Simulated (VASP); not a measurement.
Input of a VASP 6.6.1 run:

INCAR

```
ALGO = Normal ; EDIFF = 1E-6
ENCUT = 520 ; ISIF = 2
ISMEAR = -1 ; LASPH = T
LCHARG = T ; LELF = T
LREAL = F ; LVHAR = T
LWAVE = F ; NBANDS = 28
NELM = 100 ; PREC = Accurate
SIGMA = 0.05
```

The input KPOINTS:

```
k-points
0
Gamma
  6 6 3
```

POSCAR

```
SnSe
1.0
    4.3137078980      0.0000000000      0.0000000000
    0.0000000000      4.3137078980      0.0000000000
    0.0000000000      0.0000000000     11.0634802918
Sn Se
2 2
Direct
    0.0000000000      0.5000000000      0.6277708900
    0.5000000000      0.0000000000      0.3722291100
    0.0000000000      0.5000000000      0.3839605100
    0.5000000000      0.0000000000      0.6160394900
```

Potentials or basis: VASP PAW LDA potentials, release 64 (Sn_d, Se).

The run is started by

```console
$ cat potpaw_LDA.64/Sn_d/POTCAR potpaw_LDA.64/Se/POTCAR > POTCAR
$ mpirun -np 1 vasp_std > vasp.out
```

(1) What does it give for the band gap on the k mesh?

(2) Predict the largest force.

## Answers

(1) 1.47 eV, direct.

(2) 0.347 eV/Å.

Caveat: spin-orbit coupling is left out, which moves the levels of the heavy elements.
